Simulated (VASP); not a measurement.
A run of VASP 6.6.1 is set up as follows.

The input INCAR:

```
ALGO = Normal
EDIFF = 1E-6
ENCUT = 520
GGA = PE
ISIF = 2
ISMEAR = -1
LASPH = True
LCHARG = False
LREAL = False
LWAVE = False
NBANDS = 17
NELM = 80
PREC = Accurate
SIGMA = 0.1
```

KPOINTS

```
k-points
0
Gamma
  14 14 14
```

Contents of POSCAR:

```
SnSe
1.0
    3.6800460442      0.0000000000      0.0000000000
    0.0000000000      3.6800460442      0.0000000000
    0.0000000000      0.0000000000      3.6800460442
Sn Se
1 1
Direct
    0.0000000000      0.0000000000      0.0000000000
    0.5000000000      0.5000000000      0.5000000000
```

Potentials or basis: VASP PAW PBE potentials, release 64 (Sn_d, Se).

The run is started by

```bash
$ cat potpaw_PBE.64/Sn_d/POTCAR potpaw_PBE.64/Se/POTCAR > POTCAR
$ mpirun -np 1 vasp_std > vasp.out
```

(1) What does it give for the pressure?

(2) Estimate the band gap on the k mesh.

## Answers

(1) 0.0 GPa.

(2) zero (band 10 reaches 6.48 eV, above the bottom of band 11 at 5.14 eV).

Caveat: spin-orbit coupling is left out, which moves the levels of the heavy elements.
